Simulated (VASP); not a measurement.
Ge:

```
Ge
1.0
     3.99759    0.00000    0.00000
    -1.99879    3.46201    0.00000
     0.00000    0.00000    6.59938
Ge
4
Cartesian
  0.0000 2.3080 6.1843
  1.9988 1.1540 2.8846
  0.0000 2.3080 3.7148
  1.9988 1.1540 0.4151
```

This isn't the form of Ge at room conditions, which is diamond.

Base run:

```yaml
Program: VASP 6.6.1
Functional: LDA
Potentials_or_basis: VASP PAW LDA potentials, release 64 (Ge_d)
Cutoff: 520 eV
k_mesh: 6 × 6 × 3
Occupations: fermi-dirac, width 0.05 eV
Spin: non-collinear spin, zero start, spin-orbit coupling
Starting_moments: "[[0.0, 0.0, 0.0], [0.0, 0.0, 0.0], [0.0, 0.0, 0.0], [0.0, 0.0, 0.0]] μB"
```

Its results: pressure -1.7 GPa; net moment 0.00 μB per cell.

Problem. The run is repeated on the same cell with these changes: functional from LDA to PBEsol; potentials or basis from VASP PAW LDA potentials, release 64 (Ge_d) to VASP PAW PBE potentials, release 64 (Ge_d). What comes out?

Solution. Pressure 0.0 GPa; net moment 0.00 μB per cell.

Caveats: the PAW data sets were made with another functional, which shifts forces and pressure a little (at least some runs).
